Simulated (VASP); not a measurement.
# Al (P6_3/mmc) in VASP: further runs

Runs on Al. Level: PBE+D3(BJ). Tasks: single point.

All numbers are computed with VASP 6.6.1; they aren't measurements. Logs are shortened: lines on timing, memory, paths and dates and some standing lists are left out, and cuts for length are marked.

**1. The cell of the first run**

The structure is hexagonal, space group P6_3/mmc (No. 194). Conventional cell: a = 2.617 Å, b = 2.617 Å, c = 10.040 Å, α = 90.00°, β = 90.00°, γ = 120.00°. Within 3.5 Å of Al (site symmetry -3m) lie 12 Al at 2.62 to 2.93 Å. Within 3.5 Å of Al (site symmetry -6m2) lie 12 Al at 2.62 to 2.93 Å.

This isn't the form of Al at room conditions, which is fcc.

**2. Single point, PBE+D3(BJ)**

The input, INCAR:

```
ALGO = Normal ; EDIFF = 1E-6
ENCUT = 520 ; GGA = PE
ISIF = 2 ; ISMEAR = 0
IVDW = 12 ; LASPH = True
LCHARG = False ; LREAL = False
LWAVE = False ; NBANDS = 14
NELM = 80 ; PREC = Accurate
SIGMA = 0.15
```

The input, KPOINTS:

```
k-points
0
Gamma
  18 18 4
```

The input, POSCAR:

```
Al
1.0
    2.6174000000      0.0000000000      0.0000000000
   -1.3087000000      2.2667348919      0.0000000000
    0.0000000000      0.0000000000     10.0395000000
Al
4
Direct
    0.0000000000      0.0000000000      0.0000000000
    0.3333333333      0.6666666667      0.2500000000
    0.0000000000      0.0000000000      0.5000000000
    0.6666666667      0.3333333333      0.7500000000
```

Potentials or basis: VASP PAW PBE potentials, release 64 (Al).

Run with:

```sh
$ cat potpaw_PBE.64/Al/POTCAR > POTCAR
$ mpirun -np 1 vasp_std > vasp.out
```

OUTCAR:

```text
EDIFF = 1E-6
   ENCUT = 520
   GGA = PE
   ISIF = 2
   ISMEAR = 0
   IVDW = 12
   LASPH = True
   LREAL = False
   NELM = 80
   PREC = Accurate
 IVDW          = 12

 ion  position               nearest neighbor table
   1  0.000  0.000  0.000-   2 2.93   4 2.93   4 2.93   2 2.93   4 2.93   2 2.93
   2  0.333  0.667  0.250-   1 2.93   3 2.93   1 2.93   3 2.93   1 2.93   3 2.93
   3  0.000  0.000  0.500-   2 2.93   4 2.93   4 2.93   2 2.93   4 2.93   2 2.93
   4  0.667  0.333  0.750-   1 2.93   3 2.93   1 2.93   3 2.93   1 2.93   3 2.93

  LATTYP: Found a hexagonal cell.
 ALAT       =     2.6174000000
 C/A-ratio  =     3.8356766257

  Lattice vectors:

 A1 = (   2.6174000000,   0.0000000000,   0.0000000000)
 A2 = (  -1.3087000000,   2.2667348919,   0.0000000000)
 A3 = (   0.0000000000,   0.0000000000,  10.0395000000)

Analysis of symmetry for initial positions (statically):
=====================================================================
 Subroutine PRICEL returns:
 Original cell was already a primitive cell.

 Routine SETGRP: Setting up the symmetry group for a
 hexagonal supercell.

 Subroutine GETGRP returns: Found 24 space group operations
 (whereof 12 operations were pure point group operations)
 out of a pool of 24 trial point group operations.

The static configuration has the point symmetry D_3d.
 The point group associated with its full space group is D_6h.

Analysis of symmetry for dynamics (positions and initial velocities):
=====================================================================
 Subroutine PRICEL returns:
 Original cell was already a primitive cell.

 Routine SETGRP: Setting up the symmetry group for a
 hexagonal supercell.

 Subroutine GETGRP returns: Found 24 space group operations
 (whereof 12 operations were pure point group operations)
 out of a pool of 24 trial point group operations.

The dynamic configuration has the point symmetry D_3d.
 The point group associated with its full space group is D_6h.

 Subroutine INISYM returns: Found 24 space group operations
 (whereof 12 operations are pure point group operations),
 and found     1 'primitive' translations

----------------------------------------------------------------------------------------

                                     Primitive cell

  volume of cell :      59.5639

  direct lattice vectors                    reciprocal lattice vectors
     2.617400000  0.000000000  0.000000000     0.382058531  0.220581596  0.000000000
    -1.308700000  2.266734892  0.000000000     0.000000000  0.441163192  0.000000000
     0.000000000  0.000000000 10.039500000     0.000000000  0.000000000  0.099606554

  length of vectors
     2.617400000  2.617400000 10.039500000     0.441163192  0.441163192  0.099606554

  position of ions in fractional coordinates (direct lattice)
     0.000000000  0.000000000  0.000000000
     0.333333333  0.666666667  0.250000000
     0.000000000  0.000000000  0.500000000
     0.666666667  0.333333333  0.750000000

  ion indices of the primitive-cell ions
   primitive index   ion index
                 1           1
                 2           2
                 3           3
                 4           4

----------------------------------------------------------------------------------------

 KPOINTS: k-points

Automatic generation of k-mesh.
 Grid dimensions read from file:
 generate k-points for:   18   18    4

 Generating k-lattice:

  Cartesian coordinates                     Fractional coordinates (reciprocal lattice)
     0.021225474  0.012254533  0.000000000     0.055555556  0.000000000  0.000000000
     0.000000000  0.024509066  0.000000000     0.000000000  0.055555556  0.000000000
     0.000000000  0.000000000  0.024901639     0.000000000  0.000000000  0.250000000

  Length of vectors
     0.024509066  0.024509066  0.024901639

  Shift w.r.t. Gamma in fractional coordinates (k-lattice)
     0.000000000  0.000000000  0.000000000

 Subroutine IBZKPT returns following result:
 ===========================================

 Found    111 irreducible k-points:

 Following reciprocal coordinates:
            Coordinates               Weight
  0.000000  0.000000  0.000000      1.000000
  0.055556  0.000000  0.000000      6.000000
  0.111111  0.000000  0.000000      6.000000
  0.166667  0.000000  0.000000      6.000000
  0.222222  0.000000  0.000000      6.000000
  0.277778  0.000000  0.000000      6.000000
[... 16 lines left out ...]
  0.333333  0.111111  0.000000     12.000000
  0.388889  0.111111  0.000000     12.000000
 [... further k-points ...]
   k-points           NKPTS =    111   k-points in BZ     NKDIM =    111   number of bands    NBANDS=     14
   number of dos      NEDOS =    301   number of ions     NIONS =      4
   total plane-waves  NPLWV =  32000
   dimension x,y,z NGX =    20 NGY =   20 NGZ =   80
   dimension x,y,z NGXF=    40 NGYF=   40 NGZF=  160
   ions per type =               4
   NGX,Y,Z   is equivalent  to a cutoff of  12.70, 12.70, 13.25 a.u.
   NGXF,Y,Z  is equivalent  to a cutoff of  25.41, 25.41, 26.49 a.u.
 SYSTEM =  unknown system
   PREC   = accura    normal or accurate (medium, high low for compatibility)
   ISTART =      0    job   : 0-new  1-cont  2-samecut
   ICHARG =      2    charge: 1-file 2-atom 10-const
   ISPIN  =      1    spin polarized calculation?
   LNONCOLLINEAR =      F non collinear calculations
   LSORBIT =      F    spin-orbit coupling
   LASPH  =      T    aspherical Exc in radial PAW
   ENCUT  =  520.0 eV  38.22 Ry    6.18 a.u.   4.87  4.87 18.67*2*pi/ulx,y,z
   NELM   =     80;   NELMIN=  2; NELMDL= -5     # of ELM steps
   EDIFF  = 0.1E-05   stopping-criterion for ELM
   LREAL  =      F    real-space projection
   EDIFFG = 0.1E-04   stopping-criterion for IOM
   NSW    =      0    number of steps for IOM
   IBRION =     -1    ionic relax: 0-MD 1-quasi-New 2-CG
   NFREE  =      0    steps in history (QN), initial steepest desc. (CG)
   ISIF   =      2    stress and relaxation
   ISYM   =      2    0-nonsym 1-usesym 2-fastsym
   POTIM  = 0.5000    time-step for ionic-motion
   TEBEG  =    0.0;   TEEND  =   0.0 temperature during run
   PSTRESS=    0.0 pullay stress
   NELECT =      12.0000    total number of electrons
   NUPDOWN=      -1.0000    fix difference up-down
   EMIN   =  10.00;   EMAX   =-10.00  energy-range for DOS
   EFERMI =   0.00;   METHOD = LEGACY
   ISMEAR =     0;   SIGMA  =   0.15  broadening in eV -4-tet -1-fermi 0-gaus
   EFERMI_NEDOS =   21; number of points for ismear=-14 and -15
   IALGO  =     38    algorithm
   IMIX   =      4    mixing-type and parameters
     AMIX     =   0.40;   BMIX     =  1.00
     AMIX_MAG =   1.60;   BMIX_MAG =  1.00
  volume/ion in A,a.u.               =      14.89       100.49
  Fermi-wavevector in a.u.,A,eV,Ry     =   0.959712  1.813593 12.531608  0.921047
  Thomas-Fermi vector in A             =   2.088932
   LORBIT       =      0    0 simple, 1 ext, 2 COOP (PROOUT), +10 PAW based schemes
   GGA     = PE    functional components
   LHFCALC =     F    Hartree Fock is set to
   AEXX    =    0.0000 exact exchange contribution
   IVDW    =    12    specifies the selected vdW correction
   LEPSILON=     F    determine dielectric tensor
   LRPA    =     F    only Hartree local field effects (RPA)
 non-spin polarized calculation
 Gauss-broadening in eV      SIGMA  =   0.15
  energy-cutoff  :      520.00
  volume of cell :       59.56
 maximum number of plane-waves:      1632
 NGX is ok and might be reduce to    20
   NGX =  9   NGY =  9   NGZ = 37

 number of electron      12.0000000 magnetization

 Free energy of the ion-electron system (eV)
  ---------------------------------------------------
  ext. energy  EPLUGINS =         0.00000000
  ---------------------------------------------------
  free energy    TOTEN  =       -14.36443730 eV

  energy without entropy =      -14.34496019  energy(sigma->0) =      -14.35469875

 E-fermi :   9.0039     XC(G=0): -10.5582

 val. band max:        8.9951314211   @ k =   0.3889  -0.0000   0.0000
 cond. band min:       9.0095676185   @ k =   0.4444   0.0000   0.5000
 fundamental gap:      0.0144361974
 Fermi energy:         9.0038561420

 k-point     1 :       0.0000    0.0000    0.0000
  band No.  band energies     occupation
      1      -2.7728      2.00000
      2      -1.3236      2.00000
      3      -1.3172      2.00000
      4       2.6095      2.00000
      5       3.3393      2.00000
      6       9.8750      0.00000
      7       9.8777      0.00000
      8      18.6214      0.00000
      9      19.3419      0.00000
     10      22.8538      0.00000
     11      22.8538      0.00000
     12      23.0897      0.00000
     13      23.0899      0.00000
     14      23.4953      0.00000

 k-point     2 :       0.0556    0.0000    0.0000
  band No.  band energies     occupation
      1      -2.6840      2.00000
      2      -1.2358      2.00000
      3      -1.2293      2.00000
      4       2.6963      2.00000
      5       3.4223      2.00000
      6       9.9536      0.00000
      7       9.9565      0.00000
      8      18.6372      0.00000
      9      19.4128      0.00000
     10      21.0809      0.00000
     11      21.8842      0.00000
     12      22.0854      0.00000
     13      22.0908      0.00000
     14      22.9119      0.00000
[... 343 lines left out ...]
      1       1.7509      2.00000
      2       3.1393      2.00000
      3       3.1473      2.00000
      4       6.5796      2.00000
      5       7.6467      2.00000
      6       8.1914      2.00000
      7       9.2227      0.03906
      8       9.3767      0.00044
      9      12.4435      0.00000
     10      13.6025      0.00000
     11      13.6794      0.00000
     12      13.7841      0.00000
     13      15.0078      0.00000
     14      15.8694      0.00000

 k-point    24 :       0.3889    0.1111    0.0000
  band No.  band energies     occupation
      1       3.0143      2.00000
      2       4.3518      2.00000
      3       4.3664      2.00000
      4       5.9298      2.00000
      5       7.3436      2.00000
      6       7.5284      2.00000
      7       8.6704      1.99833
      8       8.9470      1.40817
      9      11.0840      0.00000
     10      11.9439      0.00000
     11      13.8290      0.00000
     12      14.3388      0.00000
     13      15.0342      0.00000
     14      16.0182      0.00000

 [... further k-points ...]

------------------------ aborting loop because EDIFF is reached ----------------------------------------

 Edisp (eV)   -1.49958

 E8    (eV) :    -0.6725

  FORCE on cell =-STRESS in cart. coord.  units (eV):
  Direction    XX          YY          ZZ          XY          YZ          ZX
  --------------------------------------------------------------------------------------
  -------------------------------------------------------------------------------------
  Total       6.19122     6.19122    -1.23049     0.00000     0.00000    -0.00000
  in kB     166.53448   166.53448   -33.09817     0.00000     0.00000    -0.00000
  external pressure =       99.99 kB  Pullay stress =        0.00 kB

 VOLUME and BASIS-vectors are now :
 -----------------------------------------------------------------------------
  energy-cutoff  :      520.00
  volume of cell :       59.56
      direct lattice vectors                 reciprocal lattice vectors
     2.617400000  0.000000000  0.000000000     0.382058531  0.220581596  0.000000000
    -1.308700000  2.266734892  0.000000000     0.000000000  0.441163192  0.000000000
     0.000000000  0.000000000 10.039500000     0.000000000  0.000000000  0.099606554

 POSITION                                       TOTAL-FORCE (eV/Angst)
 -----------------------------------------------------------------------------------
      0.00000      0.00000      0.00000        -0.000000     -0.000000      0.000000
     -0.00000      1.51116      2.50988        -0.000000      0.000000      0.000000
      0.00000      0.00000      5.01975         0.000000     -0.000000      0.000000
      1.30870      0.75558      7.52963         0.000000     -0.000000     -0.000000
 -----------------------------------------------------------------------------------
    total drift:                               -0.000000      0.000000     -0.000000

  FREE ENERGIE OF THE ION-ELECTRON SYSTEM (eV)
  ---------------------------------------------------
  free  energy   TOTEN  =       -15.8640130227 eV

  energy  without entropy=      -15.8445359176  energy(sigma->0) =      -15.85427447
```

Wall time 99 s (1 thread of Intel Xeon 8259CL, shared host); peak memory 0.22 GiB.

Results:

- Free energy: -15.8640 eV
- Pressure: 10.0 GPa
- Band gap on the k mesh: zero (bands 6 and 7 overlap by 3.86 eV)
- Dispersion energy per atom: -0.375 eV

Caveat: the stress differs along the axes, from -3 to 17 GPa.

[end of part 1 of 2]

The gap in the log of VASP goes by the Fermi energy; the results here count the filled bands.